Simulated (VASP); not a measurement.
Write the native input for VASP 6.6.1 that does the following.

* Task: single point
* Functional: PBEsol
* Potentials or basis: VASP PAW PBE potentials, release 64 (Re)
* Cutoff: 520 eV
* k mesh: 21 × 21 × 12
* Occupations: gaussian, width 0.15 eV
* Spin: no spin polarisation
* Dipole correction: no
* Further INCAR settings: ALGO = Normal; EDIFF = 1e-06; NBANDS = 14

The structure of Re lies in POSCAR:

```
Re
1.0
    2.9788683117      0.0000000000      0.0000000000
   -1.4894341559      2.5797756325      0.0000000000
    0.0000000000      0.0000000000      3.8552114721
Re
2
Direct
    0.3333333333      0.6666666667      0.2500000000
    0.6666666667      0.3333333333      0.7500000000
```

This cell differs from its parent crystal: ratio of the length along z to the lengths across it x 0.8, volume and fractional coordinates fixed.

One way to write it, as run:

INCAR

```
SYSTEM = Re
PREC = Accurate
ENCUT = 520
EDIFF = 1E-6
ISMEAR = 0
SIGMA = 0.15
LREAL = .False.
LASPH = .True.
NELM = 80
ALGO = Normal
ISIF = 2
LWAVE = .False.
LCHARG = .False.
GGA = PS
NBANDS = 14
```

KPOINTS

```
regular mesh
0
Gamma
  21 21 12
  0 0 0
```

Potentials or basis: VASP PAW PBE potentials, release 64 (Re).

The run is started by

```bash
$ cat potpaw_PBE.64/Re/POTCAR > POTCAR
$ mpirun -np 1 vasp_std > vasp.out
```

It gave:

```yaml
Pressure: 7.7 GPa
Band_gap_on_the_k_mesh: zero (band 7 reaches 9.04 eV, above the bottom of band 8 at 6.53 eV)
```

Caveat: the PAW data sets were made with another functional, which shifts forces and pressure a little; spin-orbit coupling is left out, which moves the levels of the heavy elements.

Run time: 2.4 min on 1 thread of Oxide Virtual Turin-like Processor (shared host), peak memory 0.21 GiB.
